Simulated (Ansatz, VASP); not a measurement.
# One calculation of C, two programs

File INCAR:

```
SYSTEM = C
ALGO = Normal
EDIFF = 1E-6
ENCUT = 520
GGA = CA
ISIF = 2
ISMEAR = -1
LASPH = .TRUE.
LCHARG = .FALSE.
LREAL = .FALSE.
LWAVE = .FALSE.
NBANDS = 11
NELM = 100
PREC = Accurate
SIGMA = 0.08
```

The input KPOINTS:

```
k-points
0
G
  20 20 20
  0 0 0
```

POSCAR

```
C
1.0
    0.0000000000      1.6922044232      1.6922044232
    1.6922044232      0.0000000000      1.6922044232
    1.6922044232      1.6922044232      0.0000000000
C
2
Direct
   -0.1250000000     -0.1250000000     -0.1250000000
    0.1250000000      0.1250000000      0.1250000000
```

Input for Ansatz:

```yaml
crystal:
  lattice:
    - [0.0, 1.6922044232, 1.6922044232]
    - [1.6922044232, 0.0, 1.6922044232]
    - [1.6922044232, 1.6922044232, 0.0]
  atoms:
    - { symbol: C, position: [-0.125, -0.125, -0.125] }
    - { symbol: C, position: [0.125, 0.125, 0.125] }
kpoints:
  mp_grid: { grid: [20, 20, 20] }
scf:
  occupations: { method: fermi_dirac, width: 0.08 }
hamiltonian:
  xc: lda
  pseudopotentials: { kind: all_electron, lapw: { basis_error: 0.001 } }
output:
  forces: true
  stress: true
  eigenvalues: true
  populations: true
```

Change from the starting cell: volume scaled by 0.88, LAPW.

Alike in both runs: task single point; functional LDA; k mesh 20 × 20 × 20; occupations fermi-dirac, width 0.08 eV; no spin polarisation.

```csv
,VASP,Ansatz
version,VASP 6.6.1,Ansatz 0.2.0
potentials or method,"VASP PAW LDA potentials, release 64 (C), cutoff 520 eV","all-electron LAPW, scalar-relativistic"
```

Ansatz gave:

| Quantity | Value |
| --- | --- |
| gap on the k mesh at the Fermi level (eV) | 4.51 |
| pressure (GPa) | 75.4 |

Estimate VASP's values.

gap on the k mesh at the Fermi level (eV): 4.51; pressure (GPa): 77.5.

LDA's correlation is that of Perdew and Zunger in VASP and of Perdew and Wang (1992) in Ansatz. Both programs put the cell under a high pressure, so it lies far from rest at this level. Ansatz ran all-electron here, and VASP with PAW potentials.

Noted on VASP's run: the cell as given lies far from equilibrium.
